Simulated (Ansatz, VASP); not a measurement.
## SiC: VASP beside Ansatz

The input INCAR:

```
PREC     = Accurate       # precision mode
ENCUT    = 600            # plane-wave cutoff, eV
EDIFF    = 1E-6           # SCF threshold, eV
ISMEAR   = 0              # smearing method
SIGMA    = 0.02           # smearing width, eV
LREAL    = F              # projectors in reciprocal space
LASPH    = T              # aspherical terms in the spheres
NELM     = 120            # most SCF steps
ALGO     = Normal         # electronic algorithm
ISIF     = 2              # what is computed and relaxed
LWAVE    = F              # write WAVECAR
LCHARG   = F              # write CHGCAR
GGA      = PE             # functional
NBANDS   = 11             # bands
GGA_COMPAT= F
```

KPOINTS

```
Automatic mesh
0
Gamma
  10 10 10
```

POSCAR

```
SiC
1.0
    0.0000000000      2.2536565908      2.2536565908
    2.2536565908      0.0000000000      2.2536565908
    2.2536565908      2.2536565908      0.0000000000
Si C
1 1
Direct
    0.0000000000      0.0000000000      0.0000000000
    0.2500000000      0.2500000000      0.2500000000
```

Input for Ansatz:

```yaml
crystal:
  lattice:
    - [0.0, 2.253690408, 2.253690408]
    - [2.253690408, 0.0, 2.253690408]
    - [2.253690408, 2.253690408, 0.0]
  atoms:
    - { symbol: Si, position: [0.0, 0.0, 0.0] }
    - { symbol: C, position: [0.25, 0.25, 0.25] }
basis: {}
kpoints:
  mp_grid: { grid: [10, 10, 10] }
hamiltonian:
  xc: pbe
  pseudopotentials: { kind: all_electron, lapw: {} }
scf:
  occupations: { method: gaussian, width: 0.02 }
output:
  forces: true
  stress: true
  eigenvalues: true
```

Alike in both runs: task single point; functional PBE; k mesh 10 × 10 × 10; occupations gaussian, width 0.02 eV; no spin polarisation.

|  | VASP | Ansatz |
| --- | --- | --- |
| version | VASP 6.6.1 | Ansatz 0.2.0 |
| potentials or method | VASP PAW PBE potentials, release 64 (Si, C), cutoff 600 eV | scalar-relativistic, all-electron LAPW |

Ansatz gave:

- gap on the k mesh at the Fermi level (eV): 1.44
- least direct gap on the mesh (eV): 4.43
- pressure (GPa): -15.4

Which values does VASP return?

gap on the k mesh at the Fermi level (eV): 1.44; least direct gap on the mesh (eV): 4.43; pressure (GPa): -15.6.

Ansatz ran all-electron here, and VASP with PAW potentials.
